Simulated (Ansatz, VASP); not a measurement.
# Two plane-wave programs on TaN

```
CELL_PARAMETERS angstrom
3.18679 0.00000 0.00000
-1.59339 2.75984 0.00000
0.00000 0.00000 6.68652
ATOMIC_POSITIONS crystal
Ta 0.33333 0.66667 0.03049
Ta 0.66667 0.33333 0.53049
N 0.33333 0.66667 0.35451
N 0.66667 0.33333 0.85451
```

Alike in both runs: task single point; functional PBE; k mesh 18 × 18 × 8; occupations gaussian, width 0.15 eV; no spin polarisation.

|  | VASP | Ansatz |
| --- | --- | --- |
| version | VASP 6.6.1 | Ansatz 0.2.0 |
| potentials or method | VASP PAW PBE potentials, release 64 (Ta_pv, N), cutoff 520 eV | scalar-relativistic, plane waves, PAW |
| valence electrons in the cell | 32 | 36 |

|  | VASP | Ansatz | Ansatz less VASP |
| --- | --- | --- | --- |
| gap on the k mesh at the Fermi level (eV) | 0.05 | 0.06 | +0.008 |
| least direct gap on the mesh (eV) | 0.25 | 0.24 | -0.012 |
| pressure (GPa) | -24.5 | -24.8 | -0.29 |
| traceless stress, the component that is largest in VASP (GPa) | -18.69 | -18.82 | -0.125 |
| rms of the force components (eV/Å) | 0.360 | 0.355 | -0.0046 |

Atom by atom the forces differ by 0.005 eV/Å (rms over components). VASP's potentials hold 32 valence electrons a cell and Ansatz's 36, so a difference there can come from the potentials and not from the codes.

Spin-orbit coupling is off throughout.
